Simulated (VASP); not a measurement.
# Li3Dy (Fm-3m) in VASP: further runs, part 2 of 2

VASP 6.6.1. Earlier steps stand in the parts before.

### 3 Single point, PBE

This run uses another cell than the first one, of 23.05 Å³/atom.

The input, INCAR:

```
PREC     = Accurate       # precision mode
ENCUT    = 750            # plane-wave cutoff, eV
EDIFF    = 1E-6           # SCF threshold, eV
ISMEAR   = 0              # smearing method
SIGMA    = 0.1            # smearing width, eV
LREAL    = False          # projectors in reciprocal space
LASPH    = True           # aspherical terms in the spheres
NELM     = 200            # most SCF steps
ALGO     = Normal         # electronic algorithm
ISIF     = 2              # what is computed and relaxed
LWAVE    = False          # write WAVECAR
LCHARG   = False          # write CHGCAR
GGA      = PE             # functional
NBANDS   = 17             # bands
GGA_COMPAT= False        
LMAXMIX  = 6              # l up to which the mixer works
```

The input, KPOINTS:

```
regular mesh
0
Gamma
  12 12 12
```

The input, POSCAR:

```
Li3Dy
1.0
    0.0000000000      3.5857671867      3.5857671867
    3.5857671867      0.0000000000      3.5857671867
    3.5857671867      3.5857671867      0.0000000000
Li Dy
3 1
Direct
    0.5000000000      0.5000000000      0.5000000000
    0.2500000000      0.2500000000      0.2500000000
    0.7500000000      0.7500000000      0.7500000000
    0.0000000000      0.0000000000      0.0000000000
```

Potentials or basis: VASP PAW PBE potentials, release 64 (Li_sv, Dy_3), 4f in core.

Command:

```sh
$ cat potpaw_PBE.64/Li_sv/POTCAR potpaw_PBE.64/Dy_3/POTCAR > POTCAR
$ mpirun -np 1 vasp_std > vasp.out
```

OUTCAR:

```text
PREC = Accurate
   ENCUT = 750
   EDIFF = 1E-6
   ISMEAR = 0
   LREAL = False
   LASPH = True
   NELM = 200
   ISIF = 2
   GGA = PE

 ion  position               nearest neighbor table
   1  0.500  0.500  0.500-
   2  0.250  0.250  0.250-   4 3.11   4 3.11   4 3.11   4 3.11
   3  0.750  0.750  0.750-   4 3.11   4 3.11   4 3.11   4 3.11
   4  0.000  0.000  0.000-   3 3.11   3 3.11   3 3.11   2 3.11   3 3.11   2 3.11   2 3.11   2 3.11

  LATTYP: Found a face centered cubic cell.
 ALAT       =     7.1715343734

  Lattice vectors:

 A1 = (   0.0000000000,   3.5857671867,   3.5857671867)
 A2 = (   3.5857671867,   0.0000000000,   3.5857671867)
 A3 = (   3.5857671867,   3.5857671867,   0.0000000000)

Analysis of symmetry for initial positions (statically):
=====================================================================
 Subroutine PRICEL returns:
 Original cell was already a primitive cell.

 Routine SETGRP: Setting up the symmetry group for a
 face centered cubic supercell.

 Subroutine GETGRP returns: Found 48 space group operations
 (whereof 48 operations were pure point group operations)
 out of a pool of 48 trial point group operations.

The static configuration has the point symmetry O_h .

Analysis of symmetry for dynamics (positions and initial velocities):
=====================================================================
 Subroutine PRICEL returns:
 Original cell was already a primitive cell.

 Routine SETGRP: Setting up the symmetry group for a
 face centered cubic supercell.

 Subroutine GETGRP returns: Found 48 space group operations
 (whereof 48 operations were pure point group operations)
 out of a pool of 48 trial point group operations.

The dynamic configuration has the point symmetry O_h .

 Subroutine INISYM returns: Found 48 space group operations
 (whereof 48 operations are pure point group operations),
 and found     1 'primitive' translations

[... 112 lines left out ...]
   EFERMI =   0.00;   METHOD = LEGACY
   ISMEAR =     0;   SIGMA  =   0.10  broadening in eV -4-tet -1-fermi 0-gaus
   EFERMI_NEDOS =   21; number of points for ismear=-14 and -15
   IALGO  =     38    algorithm
   IMIX   =      4    mixing-type and parameters
     AMIX     =   0.40;   BMIX     =  1.00
     AMIX_MAG =   1.60;   BMIX_MAG =  1.00
  volume/ion in A,a.u.               =      23.05       155.57
  Fermi-wavevector in a.u.,A,eV,Ry     =   0.949672  1.794620 12.270777  0.901877
  Thomas-Fermi vector in A             =   2.077977
   LORBIT       =      0    0 simple, 1 ext, 2 COOP (PROOUT), +10 PAW based schemes
   GGA     = PE    functional components
   LHFCALC =     F    Hartree Fock is set to
   AEXX    =    0.0000 exact exchange contribution
   IVDW    =     0    specifies the selected vdW correction
   LEPSILON=     F    determine dielectric tensor
   LRPA    =     F    only Hartree local field effects (RPA)
 non-spin polarized calculation
 Gauss-broadening in eV      SIGMA  =   0.10
  energy-cutoff  :      750.00
  volume of cell :       92.21
 maximum number of plane-waves:      4336
 NGX is ok and might be reduce to    48
   NGX = 23   NGY = 23   NGZ = 23

 number of electron      18.0000003 magnetization

 Free energy of the ion-electron system (eV)
  ---------------------------------------------------
  ext. energy  EPLUGINS =         0.00000000
  ---------------------------------------------------
  free energy    TOTEN  =        -9.36688436 eV

  energy without entropy =       -9.34328681  energy(sigma->0) =       -9.35508559

 E-fermi :   1.3939     XC(G=0):  -8.0728

 val. band max:        1.3931952204   @ k =   0.2500   0.1667   0.0833
 cond. band min:       1.3943724252   @ k =   0.5000   0.0000   0.0000
 fundamental gap:      0.0011772048
 Fermi energy:         1.3938733671

 k-point     1 :       0.0000    0.0000    0.0000
  band No.  band energies     occupation
      1     -44.5234      2.00000
      2     -44.5202      2.00000
      3     -44.3804      2.00000
      4     -22.7271      2.00000
      5     -22.7271      2.00000
      6     -22.7271      2.00000
[... 457 lines left out ...]
      4     -22.7379      2.00000
      5     -22.7313      2.00000
      6     -22.7298      2.00000
[... 9 lines left out ...]
     16       6.9975      0.00000
     17       8.0548      0.00000

 [... further k-points ...]
[... 5 lines left out ...]
  --------------------------------------------------------------------------------------
  -------------------------------------------------------------------------------------
  Total       -0.0101304     -0.0101304     -0.0101304      0.0000000      0.0000000     -0.0000000
  in kB       -0.1760188     -0.1760188     -0.1760188      0.0000000      0.0000000     -0.0000000
  external PRESSURE =      -0.1760188 kB  Pullay stress =       0.0000000 kB

 VOLUME and BASIS-vectors are now :
 -----------------------------------------------------------------------------
  energy-cutoff  :      750.00
  volume of cell :       92.21
      direct lattice vectors                 reciprocal lattice vectors
     0.000000000  3.585767187  3.585767187    -0.139440174  0.139440174  0.139440174
     3.585767187  0.000000000  3.585767187     0.139440174 -0.139440174  0.139440174
     3.585767187  3.585767187  0.000000000     0.139440174  0.139440174 -0.139440174

 POSITION                                       TOTAL-FORCE (eV/Angst)
 -----------------------------------------------------------------------------------
      3.58577      3.58577      3.58577        -0.000000      0.000000     -0.000000
      1.79288      1.79288      1.79288        -0.000000     -0.000000     -0.000000
      5.37865      5.37865      5.37865         0.000000     -0.000000      0.000000
      0.00000      0.00000      0.00000        -0.000000      0.000000     -0.000000
 -----------------------------------------------------------------------------------
    total drift:                               -0.000000     -0.000000      0.000000

  FREE ENERGIE OF THE ION-ELECTRON SYSTEM (eV)
  ---------------------------------------------------
  free  energy   TOTEN  =        -9.3668843633 eV

  energy  without entropy=       -9.3432868079  energy(sigma->0) =       -9.35508559
```

OSZICAR:

```text
N       E                     dE             d eps       ncg     rms          rms(c)
DAV:   1     0.784087921195E+02    0.78409E+02   -0.97034E+03  2448   0.128E+03
DAV:   2     0.502420688936E+01   -0.73385E+02   -0.71130E+02  2560   0.317E+02
DAV:   3    -0.831718613648E+01   -0.13341E+02   -0.13080E+02  4434   0.547E+01
DAV:   4    -0.945628489583E+01   -0.11391E+01   -0.11179E+01  3587   0.224E+01
DAV:   5    -0.958987351140E+01   -0.13359E+00   -0.13347E+00  4394   0.601E+00    0.157E+01
DAV:   6    -0.938894826266E+01    0.20093E+00   -0.31699E-01  3858   0.263E+00    0.926E+00
DAV:   7    -0.937497051655E+01    0.13978E-01   -0.29723E-01  4083   0.219E+00    0.721E-01
DAV:   8    -0.936865567621E+01    0.63148E-02   -0.82936E-02  3756   0.117E+00    0.201E-01
DAV:   9    -0.936686457291E+01    0.17911E-02   -0.73842E-03  3763   0.384E-01    0.871E-02
DAV:  10    -0.936688381429E+01   -0.19241E-04   -0.21431E-04  3818   0.903E-02    0.109E-01
DAV:  11    -0.936688455421E+01   -0.73992E-06   -0.17703E-05  3789   0.242E-02    0.143E-02
DAV:  12    -0.936688436334E+01    0.19087E-06   -0.15229E-06  3327   0.774E-03
   1 F= -.93668844E+01 E0= -.93550856E+01  d E =-.235976E-01
```

Run time: 1.8 min. Hardware: 1 thread of AMD EPYC 9R45 (Zen 5), shared host; peak memory 0.4 GiB.

Results:

```
Free energy            : -9.3669 eV
Pressure               : 0.0 GPa
Band gap on the k mesh : zero (bands 9 and 10 overlap by 0.85 eV)
```

Caveat: spin-orbit coupling is left out, which moves the levels of the heavy elements; the 4f electrons are frozen in the core, so they carry no moment and show no levels.

### 4 Relaxation of cell and atoms, PBE

This run uses another cell than the first one, of 22.87 Å³/atom.

The input, INCAR:

```
SYSTEM = Li3Dy
PREC = Accurate ; ENCUT = 750
EDIFF = 1E-7 ; ISMEAR = 0
SIGMA = 0.1 ; LREAL = .False.
LASPH = .True. ; NELM = 200
ALGO = Normal ; ISIF = 3
LWAVE = .False. ; LCHARG = .False.
GGA = PE ; IBRION = 2
NSW = 100 ; EDIFFG = -0.01
GGA_COMPAT = .False. ; NELMIN = 4
LMAXMIX = 6
```

The input, KPOINTS:

```
Automatic mesh
0
Gamma
  12 12 12
  0 0 0
```

The input, POSCAR:

```
Li3Dy
1.0
    0.0000000000      3.5761058169      3.5761058169
    3.5761058169      0.0000000000      3.5761058169
    3.5761058169      3.5761058169      0.0000000000
Li Dy
3 1
Direct
    0.5000000000      0.5000000000      0.5000000000
    0.2500000000      0.2500000000      0.2500000000
    0.7500000000      0.7500000000      0.7500000000
    0.0000000000      0.0000000000      0.0000000000
```

Command:

```sh
$ cat potpaw_PBE.64/Li_sv/POTCAR potpaw_PBE.64/Dy_3/POTCAR > POTCAR
$ mpirun -np 1 vasp_std > vasp.out
```

Wall time 2.9 min (1 thread of AMD EPYC 9R45 (Zen 5), shared host); peak memory 0.41 GiB.

Results (log left out):

```
Free energy                           : -9.3664 eV
Relaxed volume                        : 23.01 Å³/atom
Relaxed cell                          : a = 5.068 Å, b = 5.068 Å, c = 5.068 Å, α = 60.00°, β = 60.00°, γ = 60.00°
Space group after relaxing (to 0.1 Å) : Fm-3m (No. 225)
Energy gained by relaxing             : 0.1 meV/atom
Ionic steps                           : 3
Pressure after relaxing               : 0.0 GPa
Band gap on the k mesh                : zero (bands 9 and 10 overlap by 0.85 eV)
```

The path:
| step | energy change (eV) | largest force (eV/Å) | pressure (GPa) | volume (Å³) |
| --- | --- | --- | --- | --- |
| 1 | 0.0000 | 0.0000 | 0.15 | 91.47 |
| 2 | -0.0002 | 0.0000 | 0.08 | 91.74 |
| 3 | -0.0003 | 0.0000 | 0.01 | 92.03 |

Final structure:
```
Li Dy
1.0
     0.00000    3.58341    3.58341
     3.58341    0.00000    3.58341
     3.58341    3.58341    0.00000
Li Dy
3 1
Direct
  0.50000 0.50000 0.50000
  0.25000 0.25000 0.25000
  0.75000 0.75000 0.75000
  0.00000 0.00000 0.00000
```

Levels at points of the mesh, in eV from the Fermi level:
```tsv
k point	band 7	band 8	band 9	band 10	band 11	band 12
(0.00, 0.00, 0.00)	-4.04	0.07	0.07	0.07	1.59	1.59
(0.50, 0.00, 0.00)	-2.53	-1.47	0.00	0.00	1.76	2.03
(0.50, 0.50, 0.00)	-2.05	-0.83	-0.15	0.59	0.59	1.23
```

Caveat: spin-orbit coupling is left out, which moves the levels of the heavy elements; the 4f electrons are frozen in the core, so they carry no moment and show no levels. Spin polarisation is off, so any magnetic state and its effect on volume and gap are missing.

### 5 Single point, r2SCAN

This run uses another cell than the first one, of 23.23 Å³/atom.

The input, POSCAR:

```
Li3Dy
1.0
    0.0000000000      3.5947178918      3.5947178918
    3.5947178918      0.0000000000      3.5947178918
    3.5947178918      3.5947178918      0.0000000000
Li Dy
3 1
Direct
    0.5000000000      0.5000000000      0.5000000000
    0.2500000000      0.2500000000      0.2500000000
    0.7500000000      0.7500000000      0.7500000000
    0.0000000000      0.0000000000      0.0000000000
```

The input, INCAR.step1:

```
PREC = Accurate
ENCUT = 830
ISMEAR = 0
SIGMA = 0.1
LREAL = False
LASPH = True
NELM = 200
NBANDS = 17
GGA = PE
ALGO = Normal
EDIFF = 1E-5
LWAVE = True
LCHARG = False
GGA_COMPAT = False
LMAXMIX = 6
```

The input, INCAR.step2:

```
PREC = Accurate
ENCUT = 830
EDIFF = 1E-6
ISMEAR = 0
SIGMA = 0.1
LREAL = False
LASPH = True
NELM = 200
ALGO = Normal
ISIF = 2
LWAVE = False
LCHARG = False
METAGGA = R2SCAN
LMIXTAU = True
NBANDS = 17
ISTART = 1
GGA_COMPAT = False
LMAXMIX = 6
```

The input, KPOINTS:

```
regular mesh
0
Gamma
  12 12 12
```

Command:

```sh
$ cat potpaw_PBE.64/Li_sv/POTCAR potpaw_PBE.64/Dy_3/POTCAR > POTCAR
$ cp INCAR.step1 INCAR
$ mpirun -np 1 vasp_std > vasp.out
$ cp INCAR.step2 INCAR
$ mpirun -np 1 vasp_std > vasp.out
```

It took 14 min on 1 thread of AMD EPYC 9R45 (Zen 5), shared host; peak memory 0.48 GiB.

Results (log left out):

| Quantity | Value |
| --- | --- |
| Free energy | -38.1950 eV |
| Pressure | 0.1 GPa |
| Band gap on the k mesh | zero (bands 9 and 10 overlap by 0.98 eV) |

Levels at points of the mesh, in eV from the Fermi level:
| k point | band 5 | band 6 | band 7 | band 8 | band 9 | band 10 | band 11 | band 12 | band 13 | band 14 |
| --- | --- | --- | --- | --- | --- | --- | --- | --- | --- | --- |
| (0.00, 0.00, 0.00) | -25.17 | -25.17 | -4.32 | 0.10 | 0.10 | 0.10 | 1.71 | 1.71 | 3.86 | 3.86 |
| (0.50, 0.00, 0.00) | -25.17 | -25.17 | -2.68 | -1.69 | 0.02 | 0.02 | 1.95 | 2.19 | 2.19 | 3.22 |
| (0.50, 0.50, 0.00) | -25.17 | -25.17 | -2.18 | -1.00 | -0.12 | 0.53 | 0.53 | 1.39 | 2.25 | 2.25 |

Caveat: the PAW data sets were made with another functional, which shifts forces and pressure a little; spin-orbit coupling is left out, which moves the levels of the heavy elements; the 4f electrons are frozen in the core, so they carry no moment and show no levels.

### 6 The runs side by side

```csv
task,level,cell,k mesh,cutoff (eV),gap on the mesh (eV),pressure (GPa),relaxed volume (Å³/atom)
relaxation of cell and atoms,PBE,"relaxed from a = 4.712 Å, angles 60.0°, 4 atoms",4 × 4 × 4,750,none,0.0,22.85
single point,PBE,"a = 5.071 Å, angles 60.0°, 4 atoms",12 × 12 × 12,750,none,0.0,-
relaxation of cell and atoms,PBE,"relaxed from a = 5.057 Å, angles 60.0°, 4 atoms",12 × 12 × 12,750,none,0.0,23.01
single point,r2SCAN,"a = 5.084 Å, angles 60.0°, 4 atoms",12 × 12 × 12,830,none,0.1,-
```

Alike in all rows: potentials or basis VASP PAW PBE potentials, release 64 (Li_sv, Dy_3), 4f in core; no spin polarisation; smearing gaussian 0.1 eV.

Caveats: some runs use coarse meshes; spin-orbit coupling is left out, which moves the levels of the heavy elements; the 4f electrons are frozen in the core, so they carry no moment and show no levels; the volume moved by over 15 % at a fixed basis, so the end points are rough (at least some runs); the PAW data sets were made with another functional, which shifts forces and pressure a little (at least some runs).

Absolute energies hang on the potentials; compare differences alone.
